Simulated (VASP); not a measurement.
Input of a VASP 6.6.1 run:

INCAR

```
SYSTEM = Al3GaN4
PREC = Accurate
ENCUT = 520
EDIFF = 1E-7
ISMEAR = 0
SIGMA = 0.05
LREAL = .False.
LASPH = .True.
NELM = 100
ALGO = Normal
ISIF = 2
LWAVE = .False.
LCHARG = .True.
GGA = PS
LELF = .True.
LVHAR = .True.
NBANDS = 31
```

The input KPOINTS:

```
Automatic mesh
0
Gamma
  6 6 6
  0 0 0
```

POSCAR

```
Al3GaN4
1.0
    4.3189760727      0.1615208909      0.1615208909
    0.1615208909      4.3189760727      0.1615208909
    0.1615208909      0.1615208909      4.3189760727
Al Ga N
3 1 4
Direct
    0.5000000000      0.5000000000      0.0000000000
    0.5000000000      0.0000000000      0.5000000000
    0.0000000000      0.5000000000      0.5000000000
    0.0000000000      0.0000000000      0.0000000000
    0.7447140287      0.7447140287      0.2552859713
    0.7447140287      0.2552859713      0.7447140287
    0.2552859713      0.7447140287      0.7447140287
    0.2552859713      0.2552859713      0.2552859713
```

Potentials or basis: VASP PAW PBE potentials, release 64 (Al, Ga_d, N).

Launch:

```bash
$ cat potpaw_PBE.64/Al/POTCAR potpaw_PBE.64/Ga_d/POTCAR potpaw_PBE.64/N/POTCAR > POTCAR
$ mpirun -np 1 vasp_std > vasp.out
```

**Question.** Estimate the largest force.

**Answer.** 1.127 eV/Å.

**Question.** What does it give for the pressure?

**Answer.** 18.1 GPa.

Stress tensor (GPa, compression positive):
```
 18.11 -17.38 -17.38
-17.38  18.11 -17.38
-17.38 -17.38  18.11
```

Caveat: the PAW data sets were made with another functional, which shifts forces and pressure a little.
